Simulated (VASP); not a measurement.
# I (Cmce) in VASP: a series of runs, part 2 of 2

VASP 6.6.1. The steps go on from the part before.

## (3) Single point, r2SCAN

This run uses another cell than the first one, of 50.85 Å³/atom, 1.068 times its volume.

Input file POSCAR:

```
I
1.0
    4.3451033118     -2.3310098784      0.0000000000
    4.3451033118      2.3310098784      0.0000000000
    0.0000000000      0.0000000000     10.0419752653
I
4
Direct
    0.8503589682      0.1496410318      0.1189401711
    0.1496410318      0.8503589682      0.8810598289
    0.3503589682      0.6496410318      0.3810598289
    0.6496410318      0.3503589682      0.6189401711
```

Input file INCAR.step1:

```
SYSTEM = I
PREC = Accurate
ENCUT = 520
ISMEAR = 0
SIGMA = 0.05
LREAL = .FALSE.
LASPH = .TRUE.
NELM = 80
NBANDS = 22
GGA = PE
ALGO = Normal
EDIFF = 1E-4
LWAVE = .TRUE.
LCHARG = .FALSE.
```

Input file INCAR.step2:

```
SYSTEM = I
PREC = Accurate
ENCUT = 520
EDIFF = 1E-7
ISMEAR = 0
SIGMA = 0.05
LREAL = .FALSE.
LASPH = .TRUE.
NELM = 80
ALGO = Normal
ISIF = 2
LWAVE = .FALSE.
LCHARG = .TRUE.
METAGGA = R2SCAN
LMIXTAU = .TRUE.
LELF = .TRUE.
LVHAR = .TRUE.
NBANDS = 22
ISTART = 1
```

Input file KPOINTS:

```
Automatic mesh
0
G
  6 6 4
  0 0 0
```

Potentials or basis: VASP PAW PBE potentials, release 64 (I).

On the command line:

```bash
$ cat potpaw_PBE.64/I/POTCAR > POTCAR
$ cp INCAR.step1 INCAR
$ mpirun -np 1 vasp_std > vasp.out
$ cp INCAR.step2 INCAR
$ mpirun -np 1 vasp_std > vasp.out
```

OUTCAR:

```text
SYSTEM = I
   PREC = Accurate
   ENCUT = 520
   EDIFF = 1E-7
   ISMEAR = 0
   LREAL = .FALSE.
   LASPH = .TRUE.
   NELM = 80
   ISIF = 2
   METAGGA = R2SCAN
   ISTART = 1

 ion  position               nearest neighbor table
   1  0.850  0.150  0.119-   2 2.77   3 3.52   3 3.52
   2  0.150  0.850  0.881-   1 2.77   4 3.52   4 3.52
   3  0.350  0.650  0.381-   4 2.77   1 3.52   1 3.52
   4  0.650  0.350  0.619-   3 2.77   2 3.52   2 3.52

  LATTYP: Found a base centered orthorhombic cell.
 ALAT       =     4.6620197568
 B/A-ratio  =     1.8640432853
 C/A-ratio  =     2.1539967201

  Lattice vectors:

 A1 = (  -4.3451033118,  -2.3310098784,   0.0000000000)
 A2 = (   4.3451033118,  -2.3310098784,   0.0000000000)
 A3 = (   0.0000000000,   0.0000000000,  10.0419752653)

Analysis of symmetry for initial positions (statically):
=====================================================================
 Subroutine PRICEL returns:
 Original cell was already a primitive cell.

 Routine SETGRP: Setting up the symmetry group for a
 base centered orthorhombic supercell.

 Subroutine GETGRP returns: Found  8 space group operations
 (whereof  4 operations were pure point group operations)
 out of a pool of  8 trial point group operations.

The static configuration has the point symmetry C_2h.
 The point group associated with its full space group is D_2h.

Analysis of symmetry for dynamics (positions and initial velocities):
=====================================================================
 Subroutine PRICEL returns:
 Original cell was already a primitive cell.

 Routine SETGRP: Setting up the symmetry group for a
 base centered orthorhombic supercell.

 Subroutine GETGRP returns: Found  8 space group operations
 (whereof  4 operations were pure point group operations)
 out of a pool of  8 trial point group operations.

The dynamic configuration has the point symmetry C_2h.
 The point group associated with its full space group is D_2h.

 Subroutine INISYM returns: Found  8 space group operations
 (whereof  4 operations are pure point group operations),
 and found     1 'primitive' translations

----------------------------------------------------------------------------------------

                                     Primitive cell

  volume of cell :     203.4199

  direct lattice vectors                    reciprocal lattice vectors
     4.345103312 -2.331009878  0.000000000     0.115072063 -0.214499305  0.000000000
     4.345103312  2.331009878  0.000000000     0.115072063  0.214499305  0.000000000
     0.000000000  0.000000000 10.041975265     0.000000000  0.000000000  0.099582002

  length of vectors
     4.930875160  4.930875160 10.041975265     0.243416375  0.243416375  0.099582002

  position of ions in fractional coordinates (direct lattice)
     0.850358968  0.149641032  0.118940171
     0.149641032  0.850358968  0.881059829
     0.350358968  0.649641032  0.381059829
     0.649641032  0.350358968  0.618940171

  ion indices of the primitive-cell ions
   primitive index   ion index
                 1           1
                 2           2
                 3           3
                 4           4

----------------------------------------------------------------------------------------

 KPOINTS: Automatic mesh

Automatic generation of k-mesh.
 Grid dimensions read from file:
 generate k-points for:    6    6    4

 Generating k-lattice:

  Cartesian coordinates                     Fractional coordinates (reciprocal lattice)
     0.019178677 -0.035749884  0.000000000     0.166666667  0.000000000  0.000000000
     0.019178677  0.035749884  0.000000000     0.000000000  0.166666667  0.000000000
     0.000000000  0.000000000  0.024895500     0.000000000  0.000000000  0.250000000

  Length of vectors
     0.040569396  0.040569396  0.024895500

  Shift w.r.t. Gamma in fractional coordinates (k-lattice)
     0.000000000  0.000000000  0.000000000

 Subroutine IBZKPT returns following result:
 ===========================================

 Found     39 irreducible k-points:

 Following reciprocal coordinates:
            Coordinates               Weight
  0.000000  0.000000  0.000000      1.000000
  0.166667  0.000000  0.000000      4.000000
  0.333333  0.000000  0.000000      4.000000
  0.500000 -0.000000  0.000000      2.000000
  0.166667  0.166667  0.000000      2.000000
  0.333333  0.166667  0.000000      4.000000
[... 16 lines left out ...]
  0.333333  0.333333  0.250000      4.000000
  0.500000  0.333333  0.250000      8.000000
 [... further k-points ...]
   k-points           NKPTS =     39   k-points in BZ     NKDIM =     39   number of bands    NBANDS=     22
   number of dos      NEDOS =    301   number of ions     NIONS =      4
   total plane-waves  NPLWV = 128000
   dimension x,y,z NGX =    40 NGY =   40 NGZ =   80
   dimension x,y,z NGXF=    80 NGYF=   80 NGZF=  160
   ions per type =               4
   NGX,Y,Z   is equivalent  to a cutoff of  13.49, 13.49, 13.24 a.u.
   NGXF,Y,Z  is equivalent  to a cutoff of  26.97, 26.97, 26.49 a.u.
 SYSTEM =  I
   PREC   = accura    normal or accurate (medium, high low for compatibility)
   ISTART =      1    job   : 0-new  1-cont  2-samecut
   ICHARG =      0    charge: 1-file 2-atom 10-const
   ISPIN  =      1    spin polarized calculation?
   LNONCOLLINEAR =      F non collinear calculations
   LSORBIT =      F    spin-orbit coupling
   LASPH  =      T    aspherical Exc in radial PAW
   ENCUT  =  520.0 eV  38.22 Ry    6.18 a.u.   9.17  9.17 18.67*2*pi/ulx,y,z
   NELM   =     80;   NELMIN=  2; NELMDL=  0     # of ELM steps
   EDIFF  = 0.1E-06   stopping-criterion for ELM
   LREAL  =      F    real-space projection
   EDIFFG = 0.1E-05   stopping-criterion for IOM
   NSW    =      0    number of steps for IOM
   IBRION =     -1    ionic relax: 0-MD 1-quasi-New 2-CG
   NFREE  =      0    steps in history (QN), initial steepest desc. (CG)
   ISIF   =      2    stress and relaxation
   ISYM   =      2    0-nonsym 1-usesym 2-fastsym
   POTIM  = 0.5000    time-step for ionic-motion
   TEBEG  =    0.0;   TEEND  =   0.0 temperature during run
   PSTRESS=    0.0 pullay stress
   NELECT =      28.0000    total number of electrons
   NUPDOWN=      -1.0000    fix difference up-down
   EMIN   =  10.00;   EMAX   =-10.00  energy-range for DOS
   EFERMI =   0.00;   METHOD = LEGACY
   ISMEAR =     0;   SIGMA  =   0.05  broadening in eV -4-tet -1-fermi 0-gaus
   EFERMI_NEDOS =   21; number of points for ismear=-14 and -15
   IALGO  =     38    algorithm
   IMIX   =      4    mixing-type and parameters
     AMIX     =   0.40;   BMIX     =  1.00
     AMIX_MAG =   1.60;   BMIX_MAG =  1.00
  volume/ion in A,a.u.               =      50.85       343.19
  Fermi-wavevector in a.u.,A,eV,Ry     =   0.845272  1.597332  9.721151  0.714484
  Thomas-Fermi vector in A             =   1.960433
   LORBIT       =      0    0 simple, 1 ext, 2 COOP (PROOUT), +10 PAW based schemes
   METAGGA = R2SCAN    functional components
   LHFCALC =     F    Hartree Fock is set to
   AEXX    =    0.0000 exact exchange contribution
   IVDW    =     0    specifies the selected vdW correction
   LEPSILON=     F    determine dielectric tensor
   LRPA    =     F    only Hartree local field effects (RPA)
 non-spin polarized calculation
 Gauss-broadening in eV      SIGMA  =   0.05
  energy-cutoff  :      520.00
  volume of cell :      203.42
 maximum number of plane-waves:      5522
 NGX is ok and might be reduce to    40
   NGX = 19   NGY = 19   NGZ = 37

 number of electron      28.0000001 magnetization

 Free energy of the ion-electron system (eV)
  ---------------------------------------------------
  ext. energy  EPLUGINS =         0.00000000
  ---------------------------------------------------
  free energy    TOTEN  =       -98.16962289 eV

  energy without entropy =      -98.16962289  energy(sigma->0) =      -98.16962289

 E-fermi :   1.0583     XC(G=0):  -7.5351

 val. band max:        0.7917964767   @ k =   0.0000   0.0000   0.0000
 cond. band min:       2.0462000132   @ k =   0.5000   0.5000   0.0000
 fundamental gap:      1.2544035365
 Fermi energy:         1.0582776578

 k-point     1 :       0.0000    0.0000    0.0000
  band No.  band energies     occupation
      1     -12.8818      2.00000
      2     -12.3551      2.00000
      3     -11.0605      2.00000
      4     -10.0542      2.00000
      5      -3.6652      2.00000
      6      -2.2960      2.00000
[... 574 lines left out ...]
      6      -2.8093      2.00000
[... 14 lines left out ...]
     21       8.8619      0.00000
     22       9.0883      0.00000

 [... further k-points ...]
[... 5 lines left out ...]
  --------------------------------------------------------------------------------------
  -------------------------------------------------------------------------------------
  Total       -0.6537400     -0.6434698     -0.7878189      0.0000000      0.0000000      0.0000000
  in kB       -5.1489929     -5.0681022     -6.2050259      0.0000000      0.0000000      0.0000000
  external PRESSURE =      -5.4740403 kB  Pullay stress =       0.0000000 kB

 VOLUME and BASIS-vectors are now :
 -----------------------------------------------------------------------------
  energy-cutoff  :      520.00
  volume of cell :      203.42
      direct lattice vectors                 reciprocal lattice vectors
     4.345103312 -2.331009878  0.000000000     0.115072063 -0.214499305  0.000000000
     4.345103312  2.331009878  0.000000000     0.115072063  0.214499305  0.000000000
     0.000000000  0.000000000 10.041975265     0.000000000  0.000000000  0.099582002

 POSITION                                       TOTAL-FORCE (eV/Angst)
 -----------------------------------------------------------------------------------
      4.34510     -1.63338      1.19439         0.000000     -0.016811      0.015994
      4.34510      1.63338      8.84758         0.000000      0.016811     -0.015994
      4.34510      0.69763      3.82659         0.000000     -0.016811     -0.015994
      4.34510     -0.69763      6.21538         0.000000      0.016811      0.015994
 -----------------------------------------------------------------------------------
    total drift:                               -0.000000      0.000000      0.000000

  FREE ENERGIE OF THE ION-ELECTRON SYSTEM (eV)
  ---------------------------------------------------
  free  energy   TOTEN  =       -98.1696228909 eV

  energy  without entropy=      -98.1696228909  energy(sigma->0) =      -98.16962289
```

It took 5.5 min on 1 thread of Intel Xeon 6975P-C (Granite Rapids), shared host; peak memory 0.43 GiB.

Results:

- Free energy: -98.1696 eV
- Pressure: -0.5 GPa
- Largest force: 0.023 eV/Å
- Band gap on the k mesh: 1.25 eV, indirect (least direct gap 1.26 eV)

Forces on the atoms (eV/Å):
```
I    0.000 -0.017  0.016
I    0.000  0.017 -0.016
I    0.000 -0.017 -0.016
I    0.000  0.017  0.016
```

Caveat: the PAW data sets were made with another functional, which shifts forces and pressure a little; spin-orbit coupling is left out, which moves the levels of the heavy elements.
